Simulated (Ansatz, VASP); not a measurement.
**Two plane-wave programs on Ti**

POSCAR

```
Ti
1.0
    2.8172479567      0.0000000000      0.0000000000
   -1.4086239783      2.4398082992      0.0000000000
    0.0000000000      0.0000000000      4.6860000000
Ti
2
Direct
    0.3333333333      0.6666666667      0.2500000000
    0.6666666667      0.3333333333      0.7500000000
```

The input INCAR.step1:

```
ALGO = Normal ; EDIFF = 1E-4
ENCUT = 520 ; GGA = PE
ISMEAR = 0 ; LASPH = True
LCHARG = False ; LREAL = False
LWAVE = True ; NBANDS = 19
NELM = 60 ; PREC = Accurate
SIGMA = 0.15
```

File INCAR.step2:

```
ALGO = Normal ; EDIFF = 1E-6
ENCUT = 520 ; ISIF = 2
ISMEAR = 0 ; ISTART = 1
LASPH = True ; LCHARG = False
LMIXTAU = True ; LREAL = False
LWAVE = False ; METAGGA = R2SCAN
NBANDS = 19 ; NELM = 60
PREC = Accurate ; SIGMA = 0.15
```

Contents of KPOINTS:

```
k-points
0
Gamma
  18 18 10
```

Input for Ansatz:

```yaml
crystal:
  lattice:
    - [2.8172479567, 0.0, 0.0]
    - [-1.4086239783, 2.4398082992, 0.0]
    - [0.0, 0.0, 4.686]
  atoms:
    - { symbol: Ti, position: [0.3333333333, 0.6666666667, 0.25] }
    - { symbol: Ti, position: [0.6666666667, 0.3333333333, 0.75] }
basis:
  ecutwfc: 500
kpoints:
  mp_grid: { grid: [18, 18, 10] }
hamiltonian:
  xc: r2scan
scf:
  occupations: { method: gaussian, width: 0.15 }
output:
  forces: true
  stress: true
  eigenvalues: true
```

Change from the starting cell: strain -0.0450 x Voigt [1, 1, 0, 0, 0, 0], atoms carried along.

Alike in both runs: task single point; functional r2SCAN; k mesh 18 × 18 × 10; occupations gaussian, width 0.15 eV; no spin polarisation.

```csv
,VASP,Ansatz
version,VASP 6.6.1,Ansatz 0.2.0
potentials or method,"VASP PAW PBE potentials, release 64 (Ti_sv), cutoff 520 eV","scalar-relativistic, plane waves, PAW"
valence electrons in the cell,24,24
```

VASP gave:

* gap on the k mesh at the Fermi level (eV): none
* pressure (GPa): 10.0
* traceless stress, the component that is largest in VASP (GPa): -4.67

What did Ansatz give for the same quantities?

gap on the k mesh at the Fermi level (eV): none; pressure (GPa): 9.6; traceless stress, the component that is largest in VASP (GPa): -4.64.

VASP's potentials were made for PBE, not for r2SCAN. A gap of «none» marks a metal or a gap that the smearing closes.
